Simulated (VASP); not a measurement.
The system is CdS (Hawleyite).

```
Cd S
1.0
     0.00000    2.91650    2.91650
     2.91650    0.00000    2.91650
     2.91650    2.91650    0.00000
Cd S
1 1
Direct
  0.00000 0.00000 0.00000
  0.75000 0.75000 0.75000
```

```yaml
Program: VASP 6.6.1
Task: relaxation of cell and atoms
Functional: SVWN5
Potentials_or_basis: VASP PAW PBE potentials, release 64 (Cd, S)
Cutoff: 600 eV
k_mesh: 8 × 8 × 8
Occupations: fermi-dirac, width 0.05 eV
Spin: no spin polarisation
```

At the start: pressure -2.1 GPa; volume 24.81 Å³/atom.

How do energy, volume and symmetry change on relaxing?

Over 3 steps the energy falls by 5.5 meV/atom and the volume is 24.00 Å³/atom (-3.3 %); space group F-43m (No. 216, to 0.05 Å).

Step by step:
```
step  energy change (eV)  largest force (eV/Å)  pressure (GPa)  volume (Å³)
   1              0.0000                0.0000           -2.10        49.62
   2             -0.0088                0.0000            0.96        47.32
   3             -0.0109                0.0000           -0.02        47.99
```

Final structure:
```cif
data_structure
_symmetry_space_group_name_H-M 'P 1'
_symmetry_Int_Tables_number 1
_cell_length_a 4.0791
_cell_length_b 4.0791
_cell_length_c 4.0791
_cell_angle_alpha 60.000
_cell_angle_beta 60.000
_cell_angle_gamma 60.000
_cell_volume 47.99
loop_
_atom_site_label
_atom_site_type_symbol
_atom_site_fract_x
_atom_site_fract_y
_atom_site_fract_z
_atom_site_occupancy
Cd1 Cd 0.00000 0.00000 0.00000 1
S1 S 0.75000 0.75000 0.75000 1
```

Caveat: the PAW data sets were made with another functional, which shifts forces and pressure a little.
